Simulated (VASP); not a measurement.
# Pd (Im-3m) in VASP: a series of runs

Runs on Pd. Level: PBE. Tasks: single point, relaxation of cell and atoms.

Everything below comes from runs of VASP 6.6.1. Logs are shortened: lines on timing, memory, paths and dates and some standing lists are left out, and cuts for length are marked.

### 1 The cell of the first run

Symmetry: Im-3m, No. 229, cubic system. Conventional cell: a = 3.139 Å, b = 3.139 Å, c = 3.139 Å, α = 90.00°, β = 90.00°, γ = 90.00°. Pd (site symmetry m-3m) has 14 Pd at 2.72 to 3.14 Å within 3.6 Å.

### 2 Single point, PBE

Input file INCAR:

```
PREC = Accurate
ENCUT = 520
EDIFF = 1E-6
ISMEAR = -1
SIGMA = 0.08
LREAL = F
LASPH = T
NELM = 80
ALGO = Normal
ISIF = 2
LWAVE = F
LCHARG = T
GGA = PE
LELF = T
LVHAR = T
NBANDS = 11
```

Input file KPOINTS:

```
Automatic mesh
0
Gamma
  19 19 19
```

Input file POSCAR:

```
Pd
1.0
   -1.5696456926      1.5696456926      1.5696456926
    1.5696456926     -1.5696456926      1.5696456926
    1.5696456926      1.5696456926     -1.5696456926
Pd
1
Direct
    0.0000000000      0.0000000000      0.0000000000
```

Potentials or basis: VASP PAW PBE potentials, release 64 (Pd).

Launch:

```console
cat potpaw_PBE.64/Pd/POTCAR > POTCAR
mpirun -np 1 vasp_std > vasp.out
```

OUTCAR:

```text
PREC = Accurate
   ENCUT = 520
   EDIFF = 1E-6
   ISMEAR = -1
   LREAL = F
   LASPH = T
   NELM = 80
   ISIF = 2
   GGA = PE

 ion  position               nearest neighbor table
   1  0.000  0.000  0.000-

  LATTYP: Found a body centered cubic cell.
 ALAT       =     3.1392913852

  Lattice vectors:

 A1 = (  -1.5696456926,   1.5696456926,   1.5696456926)
 A2 = (   1.5696456926,  -1.5696456926,   1.5696456926)
 A3 = (   1.5696456926,   1.5696456926,  -1.5696456926)

Analysis of symmetry for initial positions (statically):
=====================================================================
 Subroutine PRICEL returns:
 Original cell was already a primitive cell.

 Routine SETGRP: Setting up the symmetry group for a
 body centered cubic supercell.

 Subroutine GETGRP returns: Found 48 space group operations
[... 9 lines left out ...]

 Routine SETGRP: Setting up the symmetry group for a
 body centered cubic supercell.

 Subroutine GETGRP returns: Found 48 space group operations
[... 11 lines left out ...]
                                     Primitive cell

  volume of cell :      15.4691

  direct lattice vectors                    reciprocal lattice vectors
    -1.569645693  1.569645693  1.569645693     0.000000000  0.318543224  0.318543224
     1.569645693 -1.569645693  1.569645693     0.318543224  0.000000000  0.318543224
     1.569645693  1.569645693 -1.569645693     0.318543224  0.318543224  0.000000000

  length of vectors
     2.718706089  2.718706089  2.718706089     0.450488148  0.450488148  0.450488148

  position of ions in fractional coordinates (direct lattice)
     0.000000000  0.000000000  0.000000000

  ion indices of the primitive-cell ions
   primitive index   ion index
                 1           1

----------------------------------------------------------------------------------------

 KPOINTS: Automatic mesh

Automatic generation of k-mesh.
 Grid dimensions read from file:
 generate k-points for:   19   19   19

 Generating k-lattice:

  Cartesian coordinates                     Fractional coordinates (reciprocal lattice)
     0.000000000  0.016765433  0.016765433     0.052631579  0.000000000  0.000000000
     0.016765433  0.000000000  0.016765433     0.000000000  0.052631579  0.000000000
     0.016765433  0.016765433  0.000000000     0.000000000  0.000000000  0.052631579

  Length of vectors
     0.023709903  0.023709903  0.023709903

  Shift w.r.t. Gamma in fractional coordinates (k-lattice)
     0.000000000  0.000000000  0.000000000

 Subroutine IBZKPT returns following result:
 ===========================================

 Found    220 irreducible k-points:

 Following reciprocal coordinates:
            Coordinates               Weight
  0.000000  0.000000  0.000000      1.000000
  0.052632  0.000000  0.000000     12.000000
  0.105263  0.000000  0.000000     12.000000
  0.157895  0.000000  0.000000     12.000000
  0.210526  0.000000  0.000000     12.000000
  0.263158  0.000000  0.000000     12.000000
[... 16 lines left out ...]
  0.263158  0.105263  0.000000     48.000000
  0.315789  0.105263  0.000000     48.000000
 [... further k-points ...]
   k-points           NKPTS =    220   k-points in BZ     NKDIM =    220   number of bands    NBANDS=     11
   number of dos      NEDOS =    301   number of ions     NIONS =      1
   total plane-waves  NPLWV =   8000
   dimension x,y,z NGX =    20 NGY =   20 NGZ =   20
   dimension x,y,z NGXF=    40 NGYF=   40 NGZF=   40
   ions per type =               1
   NGX,Y,Z   is equivalent  to a cutoff of  12.23, 12.23, 12.23 a.u.
   NGXF,Y,Z  is equivalent  to a cutoff of  24.46, 24.46, 24.46 a.u.
 SYSTEM =  unknown system
   PREC   = accura    normal or accurate (medium, high low for compatibility)
   ISTART =      0    job   : 0-new  1-cont  2-samecut
   ICHARG =      2    charge: 1-file 2-atom 10-const
   ISPIN  =      1    spin polarized calculation?
   LNONCOLLINEAR =      F non collinear calculations
   LSORBIT =      F    spin-orbit coupling
   LASPH  =      T    aspherical Exc in radial PAW
   ENCUT  =  520.0 eV  38.22 Ry    6.18 a.u.   5.05  5.05  5.05*2*pi/ulx,y,z
   NELM   =     80;   NELMIN=  2; NELMDL= -5     # of ELM steps
   EDIFF  = 0.1E-05   stopping-criterion for ELM
   LREAL  =      F    real-space projection
   EDIFFG = 0.1E-04   stopping-criterion for IOM
   NSW    =      0    number of steps for IOM
   IBRION =     -1    ionic relax: 0-MD 1-quasi-New 2-CG
   NFREE  =      0    steps in history (QN), initial steepest desc. (CG)
   ISIF   =      2    stress and relaxation
   ISYM   =      2    0-nonsym 1-usesym 2-fastsym
   POTIM  = 0.5000    time-step for ionic-motion
   TEBEG  =    0.0;   TEEND  =   0.0 temperature during run
   PSTRESS=    0.0 pullay stress
   NELECT =      10.0000    total number of electrons
   NUPDOWN=      -1.0000    fix difference up-down
   EMIN   =  10.00;   EMAX   =-10.00  energy-range for DOS
   EFERMI =   0.00;   METHOD = LEGACY
   ISMEAR =    -1;   SIGMA  =   0.08  broadening in eV -4-tet -1-fermi 0-gaus
   EFERMI_NEDOS =   21; number of points for ismear=-14 and -15
   IALGO  =     38    algorithm
   IMIX   =      4    mixing-type and parameters
     AMIX     =   0.40;   BMIX     =  1.00
     AMIX_MAG =   1.60;   BMIX_MAG =  1.00
  volume/ion in A,a.u.               =      15.47       104.39
  Fermi-wavevector in a.u.,A,eV,Ry     =   1.415533  2.674969 27.262435  2.003732
  Thomas-Fermi vector in A             =   2.536961
   LORBIT       =      0    0 simple, 1 ext, 2 COOP (PROOUT), +10 PAW based schemes
   GGA     = PE    functional components
   LHFCALC =     F    Hartree Fock is set to
   AEXX    =    0.0000 exact exchange contribution
   IVDW    =     0    specifies the selected vdW correction
   LEPSILON=     F    determine dielectric tensor
   LRPA    =     F    only Hartree local field effects (RPA)
 non-spin polarized calculation
  energy-cutoff  :      520.00
  volume of cell :       15.47
 maximum number of plane-waves:       429
   NGX = 11   NGY = 11   NGZ = 11

 number of electron      10.0000005 magnetization

 Free energy of the ion-electron system (eV)
  ---------------------------------------------------
  ext. energy  EPLUGINS =         0.00000000
  ---------------------------------------------------
  free energy    TOTEN  =        -5.18592808 eV

  energy without entropy =       -5.15676690  energy(sigma->0) =       -5.17134749

 E-fermi :   9.0073     XC(G=0): -12.8838

 val. band max:        9.0062559392   @ k =  -0.2632   0.2632   0.1579
 cond. band min:       9.0107130281   @ k =  -0.2105   0.2105   0.2105
 fundamental gap:      0.0044570889
 Fermi energy:         9.0073018389

 k-point     1 :       0.0000    0.0000    0.0000
  band No.  band energies     occupation
      1       2.2320      2.00000
      2       6.2554      2.00000
      3       6.2554      2.00000
      4       6.2554      2.00000
      5       8.1114      1.99997
      6       8.1114      1.99997
      7      28.2846      0.00000
      8      28.2846      0.00000
      9      28.2846      0.00000
     10      36.2106      0.00000
     11      36.3557      0.00000

 k-point     2 :       0.0526    0.0000    0.0000
  band No.  band energies     occupation
      1       2.3345      2.00000
      2       6.2217      2.00000
      3       6.2572      2.00000
      4       6.3265      2.00000
      5       8.0715      1.99998
      6       8.1139      1.99997
      7      28.2095      0.00000
      8      28.2992      0.00000
      9      28.4035      0.00000
     10      35.1779      0.00000
     11      35.6339      0.00000

 k-point     3 :       0.1053    0.0000    0.0000
  band No.  band energies     occupation
      1       2.6328      2.00000
      2       6.1255      2.00000
      3       6.2601      2.00000
      4       6.5358      2.00000
      5       7.9721      2.00000
      6       8.1220      1.99997
      7      27.8719      0.00000
      8      28.2618      0.00000
      9      28.7482      0.00000
     10      33.9433      0.00000
     11      34.4962      0.00000

 k-point     4 :       0.1579    0.0000    0.0000
  band No.  band energies     occupation
      1       3.0918      2.00000
      2       5.9802      2.00000
      3       6.2689      2.00000
      4       6.8718      2.00000
      5       7.8659      2.00000
      6       8.1375      1.99996
      7      27.0046      0.00000
      8      27.9599      0.00000
      9      29.2844      0.00000
     10      33.3517      0.00000
     11      33.5053      0.00000

 k-point     5 :       0.2105    0.0000    0.0000
  band No.  band energies     occupation
      1       3.6247      2.00000
      2       5.8051      2.00000
      3       6.3404      2.00000
      4       7.3141      2.00000
      5       7.8072      2.00000
      6       8.1618      1.99995
      7      25.5058      0.00000
      8      27.2847      0.00000
      9      29.9565      0.00000
     10      32.3511      0.00000
     11      33.0752      0.00000
[... 211 lines left out ...]
 k-point    21 :       0.1579    0.1053    0.0000
  band No.  band energies     occupation
      1       3.8775      2.00000
      2       5.8535      2.00000
      3       6.0610      2.00000
      4       7.6620      2.00000
      5       7.7134      2.00000
      6       8.2546      1.99984
      7      25.6039      0.00000
      8      26.4959      0.00000
      9      29.7136      0.00000
     10      30.2896      0.00000
     11      33.6374      0.00000

 k-point    22 :       0.2105    0.1053   -0.0000
  band No.  band energies     occupation
      1       4.3073      2.00000
      2       5.6725      2.00000
      3       6.2281      2.00000
      4       7.7145      2.00000
      5       8.1872      1.99993
      6       8.4312      1.99851
      7      23.7370      0.00000
      8      25.6589      0.00000
      9      28.8100      0.00000
     10      30.5559      0.00000
     11      34.3472      0.00000

 k-point    23 :       0.2632    0.1053    0.0000
  band No.  band energies     occupation
      1       4.4681      2.00000
      2       5.5019      2.00000
      3       6.6941      2.00000
      4       7.7914      2.00000
      5       8.3283      1.99959
      6       9.1094      0.43633
      7      21.6991      0.00000
      8      24.8879      0.00000
      9      27.6840      0.00000
     10      31.2361      0.00000
     11      35.0466      0.00000

 k-point    24 :       0.3158    0.1053    0.0000
  band No.  band energies     occupation
      1       4.4278      2.00000
      2       5.3635      2.00000
      3       7.2660      2.00000
      4       7.9161      2.00000
      5       8.4479      1.99816
      6       9.9732      0.00001
      7      19.7113      0.00000
      8      24.2303      0.00000
      9      26.7264      0.00000
     10      31.8723      0.00000
     11      35.1258      0.00000

 [... further k-points ...]
[... 5 lines left out ...]
  --------------------------------------------------------------------------------------
  -------------------------------------------------------------------------------------
  Total       -0.0307222     -0.0307222     -0.0307222      0.0000000     -0.0000000      0.0000000
  in kB       -3.1819832     -3.1819832     -3.1819832      0.0000000     -0.0000000      0.0000000
  external PRESSURE =      -3.1819832 kB  Pullay stress =       0.0000000 kB

 VOLUME and BASIS-vectors are now :
 -----------------------------------------------------------------------------
  energy-cutoff  :      520.00
  volume of cell :       15.47
      direct lattice vectors                 reciprocal lattice vectors
    -1.569645693  1.569645693  1.569645693     0.000000000  0.318543224  0.318543224
     1.569645693 -1.569645693  1.569645693     0.318543224  0.000000000  0.318543224
     1.569645693  1.569645693 -1.569645693     0.318543224  0.318543224  0.000000000

 POSITION                                       TOTAL-FORCE (eV/Angst)
 -----------------------------------------------------------------------------------
      0.00000      0.00000      0.00000         0.000000     -0.000000      0.000000
 -----------------------------------------------------------------------------------
    total drift:                                0.000000     -0.000000      0.000000

  FREE ENERGIE OF THE ION-ELECTRON SYSTEM (eV)
  ---------------------------------------------------
  free  energy   TOTEN  =        -5.1859280818 eV

  energy  without entropy=       -5.1567668960  energy(sigma->0) =       -5.17134749
```

Wall time 21 s (1 thread of Intel Xeon Platinum 8259CL at 2.50GHz (Skylake/Cascade Lake), shared host); peak memory 0.15 GiB.

What came out:

| Item | Value |
| --- | --- |
| Free energy | -5.1859 eV |
| Pressure | -0.3 GPa |
| Band gap on the k mesh | zero (band 5 reaches 9.53 eV, above the bottom of band 6 at 8.03 eV) |

[end of part 1 of 2]
